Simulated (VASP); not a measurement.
# HCClF4 in VASP: relaxation of the atoms with PBE+D3(BJ)

Aim: the relaxation of the atoms of HCClF4 with PBE+D3(BJ).

Program: VASP 6.6.1. These are calculated values, not measurements. Logs are shortened: lines on timing, memory, paths and dates and some standing lists are left out, and cuts for length are marked.

### Step 1. The cell of the first run

The cell holds a disordered packing, 21 atoms: a = 7.265 Å, b = 7.265 Å, c = 7.265 Å, α = 90.00°, β = 90.00°, γ = 90.00°.

### Step 2. Relaxation of the atoms, PBE+D3(BJ)

The input, INCAR:

```
SYSTEM = HCClF4
  ALGO = Normal
  EDIFF = 1E-6
  EDIFFG = -0.3
  ENCUT = 520
  GGA = PE
  IBRION = 2
  ISIF = 2
  ISMEAR = -1
  IVDW = 12
  LASPH = .TRUE.
  LCHARG = .FALSE.
  LREAL = Auto
  LWAVE = .FALSE.
  NELM = 80
  NSW = 35
  PREC = Accurate
  SIGMA = 0.02
```

The input, KPOINTS:

```
k-points
0
G
  1 1 1
  0 0 0
```

The input, POSCAR:

```
HCClF4
1.0
    7.2646950000      0.0000000000      0.0000000000
    0.0000000000      7.2646950000      0.0000000000
    0.0000000000      0.0000000000      7.2646950000
C F Cl H
3 12 3 3
Direct
    0.5779453000      0.5709595000      0.6469838000
    0.8596940000      0.0389749000      0.3811935000
    0.0642810000      0.5698258000      0.2058632000
    0.7119235000      0.6934142000      0.6700823000
    0.5158295000      0.5169629000      0.8104000000
    0.4413963000      0.6471489000      0.5519657000
    0.6426317000      0.4263120000      0.5554871000
    1.0298462000      0.0844344000      0.3315899000
    0.7903218000     -0.0791781000      0.2599242000
    0.8631364000     -0.0386292000      0.5468577000
    0.7554713000      0.1892726000      0.3864020000
    0.1612976000      0.6809644000      0.3140986000
   -0.0512139000      0.4710230000      0.3077347000
   -0.0306827000      0.6696029000      0.0854253000
    0.1777231000      0.4577131000      0.1161943000
    0.3150644000      0.0942956000      1.0175459000
    0.0391051000      0.3501125000      0.7677067000
    0.5154545000      0.6724709000      0.1972958000
    0.3753183000      0.1752567000      0.8731221000
    0.0492300000      0.2462768000      0.6257240000
    0.4210865000      0.5252595000      0.2189045000
```

Potentials or basis: VASP PAW PBE potentials, release 64 (C, F, Cl, H).

Command:

```sh
$ cat potpaw_PBE.64/C/POTCAR potpaw_PBE.64/F/POTCAR potpaw_PBE.64/Cl/POTCAR potpaw_PBE.64/H/POTCAR > POTCAR
$ mpirun -np 1 vasp_gam > vasp.out
```

OUTCAR:

```text
SYSTEM = HCClF4
   EDIFF = 1E-6
   EDIFFG = -0.3
   ENCUT = 520
   GGA = PE
   IBRION = 2
   ISIF = 2
   ISMEAR = -1
   IVDW = 12
   LASPH = .TRUE.
   LREAL = Auto
   NELM = 80
   NSW = 35
   PREC = Accurate
 IVDW          = 12

 ion  position               nearest neighbor table
   1  0.578  0.571  0.647-   4 1.33   5 1.33   7 1.33   6 1.33
   2  0.860  0.039  0.381-   8 1.33  10 1.33   9 1.33  11 1.33
   3  0.064  0.570  0.206-  14 1.33  13 1.33  15 1.33  12 1.33
   4  0.712  0.693  0.670-   1 1.33
   5  0.516  0.517  0.810-   1 1.33
   6  0.441  0.647  0.552-   1 1.33
   7  0.643  0.426  0.555-   1 1.33
   8  0.030  0.084  0.332-   2 1.33
   9  0.790  0.921  0.260-   2 1.33
[... 10 lines left out ...]
  20  0.049  0.246  0.626-  17 1.28
  21  0.421  0.525  0.219-  18 1.28

  LATTYP: Found a simple cubic cell.
 ALAT       =     7.2646950000

  Lattice vectors:

 A1 = (   7.2646950000,   0.0000000000,   0.0000000000)
 A2 = (   0.0000000000,   7.2646950000,   0.0000000000)
 A3 = (   0.0000000000,   0.0000000000,   7.2646950000)

Analysis of symmetry for initial positions (statically):
=====================================================================
 Subroutine PRICEL returns:
 Original cell was already a primitive cell.

 Routine SETGRP: Setting up the symmetry group for a
 simple cubic supercell.

 Subroutine GETGRP returns: Found  1 space group operations
 (whereof  1 operations were pure point group operations)
 out of a pool of 48 trial point group operations.

The static configuration has the point symmetry C_1 .

Analysis of symmetry for dynamics (positions and initial velocities):
=====================================================================
 Subroutine PRICEL returns:
 Original cell was already a primitive cell.

 Routine SETGRP: Setting up the symmetry group for a
 simple cubic supercell.

 Subroutine GETGRP returns: Found  1 space group operations
 (whereof  1 operations were pure point group operations)
 out of a pool of 48 trial point group operations.

The dynamic configuration has the point symmetry C_1 .

 Subroutine INISYM returns: Found  1 space group operations
 (whereof  1 operations are pure point group operations),
 and found     1 'primitive' translations

----------------------------------------------------------------------------------------

                                     Primitive cell

  volume of cell :     383.4000

  direct lattice vectors                    reciprocal lattice vectors
     7.264695000  0.000000000  0.000000000     0.137652028  0.000000000  0.000000000
     0.000000000  7.264695000  0.000000000     0.000000000  0.137652028  0.000000000
     0.000000000  0.000000000  7.264695000     0.000000000  0.000000000  0.137652028

  length of vectors
     7.264695000  7.264695000  7.264695000     0.137652028  0.137652028  0.137652028

  position of ions in fractional coordinates (direct lattice)
     0.577945300  0.570959500  0.646983800
     0.859694000  0.038974900  0.381193500
     0.064281000  0.569825800  0.205863200
     0.711923500  0.693414200  0.670082300
     0.515829500  0.516962900  0.810400000
     0.441396300  0.647148900  0.551965700
[... 13 lines left out ...]
     0.049230000  0.246276800  0.625724000
     0.421086500  0.525259500  0.218904500

  ion indices of the primitive-cell ions
   primitive index   ion index
                 1           1
                 2           2
                 3           3
                 4           4
                 5           5
                 6           6
[... 13 lines left out ...]
                20          20
                21          21

----------------------------------------------------------------------------------------

 KPOINTS: k-points

Automatic generation of k-mesh.
 Grid dimensions read from file:
 generate k-points for:    1    1    1

 Generating k-lattice:

  Cartesian coordinates                     Fractional coordinates (reciprocal lattice)
     0.137652028  0.000000000  0.000000000     1.000000000  0.000000000  0.000000000
     0.000000000  0.137652028  0.000000000     0.000000000  1.000000000  0.000000000
     0.000000000  0.000000000  0.137652028     0.000000000  0.000000000  1.000000000

  Length of vectors
     0.137652028  0.137652028  0.137652028

  Shift w.r.t. Gamma in fractional coordinates (k-lattice)
     0.000000000  0.000000000  0.000000000

 Subroutine IBZKPT returns following result:
 ===========================================

 Found      1 irreducible k-points:

 Following reciprocal coordinates:
            Coordinates               Weight
  0.000000  0.000000  0.000000      1.000000
   k-points           NKPTS =      1   k-points in BZ     NKDIM =      1   number of bands    NBANDS=     72
   number of dos      NEDOS =    301   number of ions     NIONS =     21
   total plane-waves  NPLWV = 157464
   dimension x,y,z NGX =    54 NGY =   54 NGZ =   54
   dimension x,y,z NGXF=   108 NGYF=  108 NGZF=  108
   ions per type =               3  12   3   3
   NGX,Y,Z   is equivalent  to a cutoff of  12.36, 12.36, 12.36 a.u.
   NGXF,Y,Z  is equivalent  to a cutoff of  24.71, 24.71, 24.71 a.u.
 SYSTEM =  HCClF4
   PREC   = accura    normal or accurate (medium, high low for compatibility)
   ISTART =      0    job   : 0-new  1-cont  2-samecut
   ICHARG =      2    charge: 1-file 2-atom 10-const
   ISPIN  =      1    spin polarized calculation?
   LNONCOLLINEAR =      F non collinear calculations
   LSORBIT =      F    spin-orbit coupling
   LASPH  =      T    aspherical Exc in radial PAW
   ENCUT  =  520.0 eV  38.22 Ry    6.18 a.u.  13.51 13.51 13.51*2*pi/ulx,y,z
   NELM   =     80;   NELMIN=  2; NELMDL= -5     # of ELM steps
   EDIFF  = 0.1E-05   stopping-criterion for ELM
   LREAL  =      T    real-space projection
   EDIFFG = -.3E+00   stopping-criterion for IOM
   NSW    =     35    number of steps for IOM
   IBRION =      2    ionic relax: 0-MD 1-quasi-New 2-CG
   NFREE  =      1    steps in history (QN), initial steepest desc. (CG)
   ISIF   =      2    stress and relaxation
   ISYM   =      2    0-nonsym 1-usesym 2-fastsym
   POTIM  = 0.5000    time-step for ionic-motion
   TEBEG  =    0.0;   TEEND  =   0.0 temperature during run
   PSTRESS=    0.0 pullay stress
   NELECT =     120.0000    total number of electrons
   NUPDOWN=      -1.0000    fix difference up-down
   EMIN   =  10.00;   EMAX   =-10.00  energy-range for DOS
   EFERMI =   0.00;   METHOD = LEGACY
   ISMEAR =    -1;   SIGMA  =   0.02  broadening in eV -4-tet -1-fermi 0-gaus
   EFERMI_NEDOS =   21; number of points for ismear=-14 and -15
   IALGO  =     38    algorithm
   IMIX   =      4    mixing-type and parameters
     AMIX     =   0.40;   BMIX     =  1.00
     AMIX_MAG =   1.60;   BMIX_MAG =  1.00
  volume/ion in A,a.u.               =      18.26       123.21
  Fermi-wavevector in a.u.,A,eV,Ry     =   1.111521  2.100471 16.809726  1.235480
  Thomas-Fermi vector in A             =   2.248086
   LORBIT       =      0    0 simple, 1 ext, 2 COOP (PROOUT), +10 PAW based schemes
   GGA     = PE    functional components
   LHFCALC =     F    Hartree Fock is set to
   AEXX    =    0.0000 exact exchange contribution
   IVDW    =    12    specifies the selected vdW correction
   LEPSILON=     F    determine dielectric tensor
   LRPA    =     F    only Hartree local field effects (RPA)
 conjugate gradient relaxation of ions
 non-spin polarized calculation
  energy-cutoff  :      520.00
  volume of cell :      383.40
 maximum number of plane-waves:      5198
 NGX is ok and might be reduce to    54
   NGX = 27   NGY = 27   NGZ = 27

--------------------------------------- Ionic step        1  -------------------------------------------

 number of electron     120.0000017 magnetization

 Free energy of the ion-electron system (eV)
  ---------------------------------------------------
  ext. energy  EPLUGINS =         0.00000000
  ---------------------------------------------------
  free energy    TOTEN  =       -93.66908103 eV

  energy without entropy =      -93.66908103  energy(sigma->0) =      -93.66908103

------------------------ aborting loop because EDIFF is reached ----------------------------------------

 Edisp (eV)   -0.89733

 E8    (eV) :    -0.2315

  FORCE on cell =-STRESS in cart. coord.  units (eV):
  Direction    XX          YY          ZZ          XY          YZ          ZX
  --------------------------------------------------------------------------------------
  -------------------------------------------------------------------------------------
  Total       9.34934     8.65464     9.54162     0.16738     0.82056    -0.86586
  in kB      39.06963    36.16660    39.87317     0.69947     3.42903    -3.61832
  external pressure =       38.37 kB  Pullay stress =        0.00 kB
[... 154 lines left out ...]
  FREE ENERGIE OF THE ION-ELECTRON SYSTEM (eV)
  ---------------------------------------------------
  free  energy   TOTEN  =       -94.6766295512 eV

  energy  without entropy=      -94.6766295512  energy(sigma->0) =      -94.67662955

[... ionic steps 4 to 19 ...]

--------------------------------------- Ionic step       20  -------------------------------------------

 number of electron     119.9999976 magnetization

------------------------ aborting loop because EDIFF is reached ----------------------------------------

 Edisp (eV)   -0.89384

 E8    (eV) :    -0.2302
[... 107 lines left out ...]
  energy  without entropy=      -95.3861486867  energy(sigma->0) =      -95.38614869

--------------------------------------- Ionic step       22  -------------------------------------------

 number of electron     119.9999966 magnetization

 Free energy of the ion-electron system (eV)
  ---------------------------------------------------
  ext. energy  EPLUGINS =         0.00000000
  ---------------------------------------------------
  free energy    TOTEN  =       -94.51960537 eV

  energy without entropy =      -94.51960537  energy(sigma->0) =      -94.51960537

 E-fermi :  -2.6548     XC(G=0):  -6.8203

 val. band max:       -3.1871332455   @ k =   0.0000   0.0000   0.0000
 cond. band min:       2.6507918804   @ k =   0.0000   0.0000   0.0000
 fundamental gap:      5.8379251259
 Fermi energy:        -2.6547796724

 k-point     1 :       0.0000    0.0000    0.0000
  band No.  band energies     occupation
      1     -30.5361      2.00000
      2     -30.3598      2.00000
      3     -30.1832      2.00000
      4     -27.7448      2.00000
      5     -27.6652      2.00000
      6     -27.5701      2.00000
[... 116 lines left out ...]
  FREE ENERGIE OF THE ION-ELECTRON SYSTEM (eV)
  ---------------------------------------------------
  free  energy   TOTEN  =       -95.4133862448 eV

  energy  without entropy=      -95.4133862448  energy(sigma->0) =      -95.41338624

 reached required accuracy - stopping structural energy minimisation
```

Wall time 18 min (1 thread of AMD EPYC 7R43 (Zen 3), shared host); peak memory 0.37 GiB.

Results:

| Quantity | Value |
| --- | --- |
| Free energy | -95.4134 eV |
| Energy gained by relaxing | 40.3 meV/atom |
| Ionic steps | 22 |
| Pressure after relaxing | 1.1 GPa |
| Largest force after relaxing | 0.266 eV/Å |
| Dispersion energy per atom | -0.043 eV |

Forces in eV/Å, atoms in the order of the input:
```
C   -0.061 -0.053  0.071
C    0.082  0.027  0.042
C    0.079 -0.107  0.046
F   -0.014  0.012  0.058
F   -0.034  0.010 -0.150
F    0.080 -0.107  0.060
F   -0.156  0.084  0.054
F   -0.019  0.084 -0.072
F    0.100  0.174 -0.011
F   -0.166 -0.013 -0.039
F   -0.006 -0.087  0.049
F    0.120 -0.017 -0.232
F   -0.093  0.073 -0.097
F    0.064  0.019  0.180
F    0.214 -0.111  0.036
Cl   0.040  0.116 -0.162
Cl   0.082 -0.018  0.017
Cl  -0.257  0.063  0.030
H   -0.072 -0.057  0.106
H    0.056  0.012  0.045
H   -0.038 -0.104 -0.032
```

Stress tensor (GPa, compression positive):
```
 1.35  0.19 -0.05
 0.19  1.34  0.39
-0.05  0.39  0.65
```

The path:
| step | energy change (eV) | largest force (eV/Å) | pressure (GPa) |
| --- | --- | --- | --- |
| 1 | 0.0000 | 1.1242 | 3.84 |
| 2 | -0.0623 | 1.4755 | 0.77 |
| 3 | -0.1102 | 0.8016 | 1.95 |
| 4 | -0.2537 | 0.5270 | 1.69 |
| 5 | -0.3097 | 1.3546 | 1.41 |
| 6 | -0.3857 | 0.6497 | 1.79 |
| 7 | -0.4130 | 0.7293 | 2.22 |
| 8 | -0.4620 | 0.5223 | 2.12 |
| 9 | -0.5310 | 0.5373 | 1.85 |
| 10 | -0.5769 | 0.3747 | 1.68 |
| 11 | -0.5819 | 0.7240 | 1.62 |
| 12 | -0.6197 | 0.4204 | 1.60 |
| 13 | -0.6464 | 0.5746 | 1.53 |
| 14 | -0.6482 | 0.5182 | 1.55 |
| 15 | -0.6785 | 0.4498 | 1.61 |
| 16 | -0.6976 | 0.8218 | 1.72 |
| 17 | -0.7141 | 0.7761 | 1.68 |
| 18 | -0.7569 | 0.6357 | 1.55 |
| 19 | -0.8108 | 0.6847 | 1.20 |
| 20 | -0.7591 | 1.1716 | 0.20 |
| 21 | -0.8197 | 0.7445 | 0.98 |
| 22 | -0.8470 | 0.2659 | 1.11 |

Final structure:
```
C F Cl H
1.0
     7.26469    0.00000    0.00000
     0.00000    7.26469    0.00000
     0.00000    0.00000    7.26469
C F Cl H
3 12 3 3
Direct
  0.55474 0.56740 0.67029
  0.86877 0.04289 0.37333
  0.04876 0.57818 0.20590
  0.69532 0.67948 0.70982
  0.50506 0.47204 0.82207
  0.41070 0.66705 0.61043
  0.60687 0.44576 0.54088
  0.03750 0.10972 0.33243
  0.82450 0.91058 0.25433
  0.87589 0.97488 0.54589
  0.74319 0.17700 0.36310
  0.12510 0.70514 0.31688
  0.91749 0.49034 0.29981
  0.98178 0.65581 0.05220
  0.17715 0.45346 0.15526
  0.37475 0.04701 0.00035
  0.03862 0.36855 0.73694
  0.56200 0.66697 0.17596
  0.36382 0.18502 0.88880
  0.05274 0.24005 0.61641
  0.46012 0.52516 0.19943
```

Levels at points of the mesh, in eV from the Fermi level:
| k point | band 57 | band 58 | band 59 | band 60 | band 61 | band 62 | band 63 | band 64 |
| --- | --- | --- | --- | --- | --- | --- | --- | --- |
| (0.00, 0.00, 0.00) | -0.93 | -0.81 | -0.71 | -0.53 | 5.31 | 6.68 | 6.95 | 7.50 |

Caveat: the k points lie up to 0.86 Å⁻¹ apart, too coarse for converged energies, forces and pressures; the relaxation stopped at a loose force limit of 0.3 eV/Å, so its end isn't a converged minimum.
